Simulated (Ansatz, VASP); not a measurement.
**In3As: VASP beside Ansatz**

INCAR

```
SYSTEM = In3As
PREC = Accurate
ENCUT = 520
EDIFF = 1E-6
ISMEAR = 0
SIGMA = 0.15
LREAL = .False.
LASPH = .True.
NELM = 80
ALGO = Fast
ISIF = 2
LWAVE = .False.
LCHARG = .True.
GGA = PS
IVDW = 12
LELF = .True.
LVHAR = .True.
NBANDS = 30
```

The input KPOINTS:

```
regular mesh
0
Gamma
  10 10 10
  0 0 0
```

File POSCAR:

```
In3As
1.0
    4.5024438172      0.0000000000      0.0000000000
    0.0000000000      4.5024438172      0.0000000000
    0.0000000000      0.0000000000      4.5024438172
In As
3 1
Direct
   -0.0565378385      0.4434621615      0.5000000000
    0.5000000000      0.0000000000      0.5000000000
    0.5000000000      0.5000000000      0.0000000000
    0.0000000000      0.0000000000      0.0000000000
```

Input for Ansatz:

```yaml
crystal:
  lattice:
    - [4.5024438172, 0.0, 0.0]
    - [0.0, 4.5024438172, 0.0]
    - [0.0, 0.0, 4.5024438172]
  atoms:
    - { symbol: In, position: [-0.0565378385, 0.4434621615, 0.5] }
    - { symbol: In, position: [0.5, 0.0, 0.5] }
    - { symbol: In, position: [0.5, 0.5, 0.0] }
    - { symbol: As, position: [0.0, 0.0, 0.0] }
basis:
  ecutwfc: 420
kpoints:
  mp_grid: { grid: [10, 10, 10] }
hamiltonian:
  xc: pbesol
  dispersion: d3bj
scf:
  occupations: { method: gaussian, width: 0.15 }
output:
  forces: true
  stress: true
  eigenvalues: true
  write_density: true
  write_potential: true
  elf: true
  volumetric_format: npy
```

Alike in both runs: task single point; functional PBEsol; dispersion D3(BJ); k mesh 10 × 10 × 10; occupations gaussian, width 0.15 eV; no spin polarisation.

|  | VASP | Ansatz |
| --- | --- | --- |
| version | VASP 6.6.1 | Ansatz 0.2.0 |
| potentials or method | VASP PAW PBE potentials, release 64 (In_d, As), cutoff 520 eV | scalar-relativistic, plane waves, PAW |
| valence electrons in the cell | 44 | 54 |

Ansatz gave:

```
gap on the k mesh at the Fermi level (eV)                     : none
pressure (GPa)                                                : 1.2
traceless stress, the component that is largest in VASP (GPa) : 0.94
rms of the force components (eV/Å)                            : 0.494
```

Task: Which values does VASP return?

Result: gap on the k mesh at the Fermi level (eV): none; pressure (GPa): 1.2; traceless stress, the component that is largest in VASP (GPa): 0.94; rms of the force components (eV/Å): 0.496.

VASP's potentials were made for PBE, not for PBEsol. Atom by atom the forces differ by 0.003 eV/Å (rms over components). A gap of «none» marks a metal or a gap that the smearing closes. VASP's potentials hold 44 valence electrons a cell and Ansatz's 54, so a difference there can come from the potentials and not from the codes.
